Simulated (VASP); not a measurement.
Runs of VASP 6.6.1 on W. The structure is that of space group Fm-3m (No. 225), or close to it. The cells are those of the table. 

```tsv
cell	gap on the mesh (eV)	pressure (GPa)
a = 2.835, b = 2.871 Å, angles 59.6, 60.8, 59.6°, 1 atom	none	-5.4
a = 2.980, b = 2.871 Å, angles 61.2, 57.6, 61.2°, 1 atom	none	(b)
a = 2.999, b = 2.871 Å, angles 61.4, 57.2, 61.4°, 1 atom	none	-29.9
a = 2.943, b = 2.871 Å, angles 60.8, 58.4, 60.8°, 1 atom	none	(a)
a = 2.907, b = 2.871 Å, angles 60.4, 59.2, 60.4°, 1 atom	none	-18.1
```

Alike in all rows: task single point; level PBEsol; potentials or basis VASP PAW PBE potentials, release 64 (W_sv); no spin polarisation; k mesh 20 × 20 × 20; cutoff (eV) 520; smearing gaussian 0.15 eV.

Task: Fill in the values left out.

Result: (a) -23.3; (b) -27.8.

Caveats: the PAW data sets were made with another functional, which shifts forces and pressure a little; spin-orbit coupling is left out, which moves the levels of the heavy elements.

A k mesh can miss the band edges, and the runs leave out spin-orbit coupling on W.

A gap of «none» marks levels without a gap at the run's occupations.
